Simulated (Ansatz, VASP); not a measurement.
**CuI: VASP beside Ansatz**

```
Cu I
1.0
     0.00000    3.03896    3.03896
     3.03896    0.00000    3.03896
     3.03896    3.03896    0.00000
Cu I
1 1
Direct
  0.25000 0.25000 0.25000
  0.00000 0.00000 0.00000
```

Alike in both runs: task relaxation of cell and atoms; functional PBE; k mesh 12 × 12 × 12; occupations fermi-dirac, width 0.05 eV; no spin polarisation.

```csv
,VASP,Ansatz
version,VASP 6.6.1,Ansatz 0.2.0
potentials or method,"VASP PAW PBE potentials, release 64 (Cu, I), cutoff 600 eV","all-electron LAPW, scalar-relativistic"
```

|  | VASP | Ansatz | Ansatz less VASP |
| --- | --- | --- | --- |
| relaxed volume (Å³/atom) | 28.07 | 28.07 | 0.000 |
| relaxed length of the cell vector where the two differ most in proportion (Å) | 4.298 | 4.298 | 0.0000 |

Ansatz ran all-electron here, and VASP with PAW potentials.

Spin-orbit coupling is off throughout. Noted on VASP's run: the relaxation stopped at its first step, so nothing moved.
